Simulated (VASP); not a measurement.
# Yb2YC: single point with PBE

Yb2YC:

```
Yb Y C
1.0
     3.95051    0.00000    0.00000
     0.00000    3.95051    0.00000
     0.00000    0.00000    5.81829
Yb Y C
2 1 1
Direct
  0.00000 0.00000 0.00000
  0.50000 0.50000 0.00000
  0.00000 0.00000 0.50000
  0.50000 0.50000 0.50000
```

The cell was built from a structure type or drawn by symmetry, and may not be a known phase.

| Property | Result |
| --- | --- |
| Program | VASP 6.6.1 |
| Task | single point |
| Functional | PBE |
| Potentials or basis | VASP PAW PBE potentials, release 64 (Yb, Y_sv, C) |
| Cutoff | 600 eV |
| k mesh | 4 × 4 × 4 |
| Occupations | gaussian, width 0.1 eV |
| Spin | no spin polarisation |
| Dipole correction | no |
| Further INCAR settings | ALGO = Normal; EDIFF = 1e-06; NBANDS = 40 |

| Item | Value |
| --- | --- |
| Pressure | 1.0 GPa |
| Band gap on the k mesh | zero (an odd number of electrons rules out a gap without spin polarisation) |

Levels at points of the mesh, in eV from the Fermi level:
```csv
k point,band 28,band 29,band 30,band 31,band 32,band 33,band 34,band 35
"(0.00, 0.00, 0.00)",-0.39,-0.35,-0.35,-0.24,0.36,0.54,0.54,0.64
"(0.50, 0.00, 0.00)",-0.53,-0.52,-0.44,-0.38,0.04,1.27,1.31,1.71
"(0.50, 0.50, 0.00)",-0.42,-0.37,-0.37,-0.34,-0.34,0.26,0.37,0.99
"(0.00, 0.00, 0.50)",-0.38,-0.38,-0.35,0.07,0.07,0.40,0.98,1.29
"(0.50, 0.00, 0.50)",-0.50,-0.45,-0.44,-0.40,1.01,1.36,1.38,2.71
"(0.50, 0.50, 0.50)",-0.36,-0.36,-0.35,0.10,0.76,0.76,0.89,1.43
```

It took 21 min on 1 thread of Intel Xeon 8259CL, on a shared host, peak memory 0.29 GiB.

Caveat: the k points lie up to 0.40 Å⁻¹ apart, too coarse for converged energies and pressures of a metal; spin-orbit coupling is left out, which moves the levels of the heavy elements. Spin polarisation is off, so any magnetic state and its effect on volume and gap are missing.
